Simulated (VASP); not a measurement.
Crystal: BeSe.

```xyz
2
Lattice="0.0000 2.5810 2.5810 2.5810 0.0000 2.5810 2.5810 2.5810 0.0000" Properties=species:S:1:pos:R:3 pbc="T T T"
Be    0.0000    0.0000    0.0000
Se    1.2905    1.2905    1.2905
```

Base run:

- Program: VASP 6.6.1
- Functional: PBEsol
- Potentials or basis: VASP PAW PBE potentials, release 64 (Be, Se)
- Cutoff: 600 eV
- k mesh: 6 × 6 × 6
- Occupations: gaussian, width 0.05 eV
- Spin: no spin polarisation

Its results: band gap on the k mesh 2.49 eV (least direct gap 4.15 eV); pressure -1.2 GPa.

Q: The run is repeated on the same cell with these changes: occupations from gaussian, width 0.05 eV to gaussian, width 0.01 eV; dispersion from none to D4. What comes out?

A: Band gap on the k mesh 2.49 eV (least direct gap 4.15 eV); pressure -2.5 GPa.

Caveats: the PAW data sets were made with another functional, which shifts forces and pressure a little.

A k mesh can miss the band edges.
